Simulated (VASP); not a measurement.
Rh, 1 atom in the cell. The structure is cubic, space group Fm-3m (No. 225). Conventional cell: a = 3.796 Å, b = 3.796 Å, c = 3.796 Å, α = 90.00°, β = 90.00°, γ = 90.00°. Rh (site symmetry m-3m) has 12 Rh at 2.68 Å within 3.5 Å. 

```yaml
Program: VASP 6.6.1
Task: single point
Functional: PBE
Potentials_or_basis: VASP PAW PBE potentials, release 64 (Rh_pv)
Cutoff: 520 eV
k_mesh: 10 × 10 × 10
Occupations: fermi-dirac, width 0.1 eV
Spin: no spin polarisation
Dipole_correction: no
Further_INCAR_settings: ALGO = Normal; EDIFF = 1e-06; NBANDS = 14
```

Potentials or basis: VASP PAW PBE potentials, release 64 (Rh_pv).

Run with:

```bash
$ cat potpaw_PBE.64/Rh_pv/POTCAR > POTCAR
$ mpirun -np 1 vasp_std > vasp.out
```

Hardware: 1 thread of AMD EPYC 7R13 (shared host).

Estimate the wall time of this run.

It took 9.6 s on 1 thread of AMD EPYC 7R13, on a shared host, peak memory 0.1 GiB. Counts: scf iterations 10, k points 47.
